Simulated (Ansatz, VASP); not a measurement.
**One calculation of BN, two programs**

```xyz
2
Lattice="0.0000 1.7646 1.7646 1.7646 0.0000 1.7646 1.7646 1.7646 0.0000" Properties=species:S:1:pos:R:3 pbc="T T T"
B     0.0000    0.0000    0.0000
N     2.6468    2.6468    2.6468
```

Alike in both runs: task single point; functional PBEsol; k mesh 12 × 12 × 12; occupations gaussian, width 0.02 eV; no spin polarisation.

```csv
,VASP,Ansatz
version,VASP 6.6.1,Ansatz 0.2.0
potentials or method,"VASP PAW PBE potentials, release 64 (B, N), cutoff 520 eV","scalar-relativistic, plane waves, PAW"
valence electrons in the cell,8,8
```

Ansatz gave:

```
gap on the k mesh at the Fermi level (eV) : 4.36
least direct gap on the mesh (eV)         : 9.11
pressure (GPa)                            : 27.9
```

**Question.** Estimate VASP's values.

**Answer.** gap on the k mesh at the Fermi level (eV): 4.35; least direct gap on the mesh (eV): 9.10; pressure (GPa): 28.8.

VASP's potentials were made for PBE, not for PBEsol. The functional is the same, so the differences come from potentials, cutoffs and numerics.
